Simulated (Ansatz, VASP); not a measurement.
**Cd in VASP and in Ansatz**

```
Cd
1.0
     2.97887    0.00000    0.00000
    -1.48944    2.57978    0.00000
     0.00000    0.00000    5.56147
Cd
2
Direct
  0.33333 0.66667 0.25000
  0.66667 0.33333 0.75000
```

Change from the starting cell: zz strain of -1 %, PAW files.

Alike in both runs: task electric field gradients; functional PBE; k mesh 14 × 14 × 7; occupations fermi-dirac, width 0.05 eV; no spin polarisation.

|  | VASP | Ansatz |
| --- | --- | --- |
| version | VASP 6.6.1 | Ansatz 0.2.0 |
| potentials or method | VASP PAW PBE potentials, release 64 (Cd) | PAW with Ansatz's default frozen-core files, scalar-relativistic |
| plane-wave cutoff (eV) | 520 | 420 |
| valence electrons in the cell | 24 | 40 |

|  | VASP | Ansatz | Ansatz less VASP |
| --- | --- | --- | --- |
| pressure (GPa) | 3.8 | 3.5 | -0.35 |
| traceless stress, the component that is largest in VASP (GPa) | -1.01 | -0.86 | +0.146 |
| size of Vzz on the site where it differs most (V/Å²) | 76.8 | 71.2 | -5.54 |

The functional is the same, so the differences come from potentials, cutoffs and numerics. VASP's potentials hold 24 valence electrons a cell and Ansatz's 40, so a difference there can come from the potentials and not from the codes.
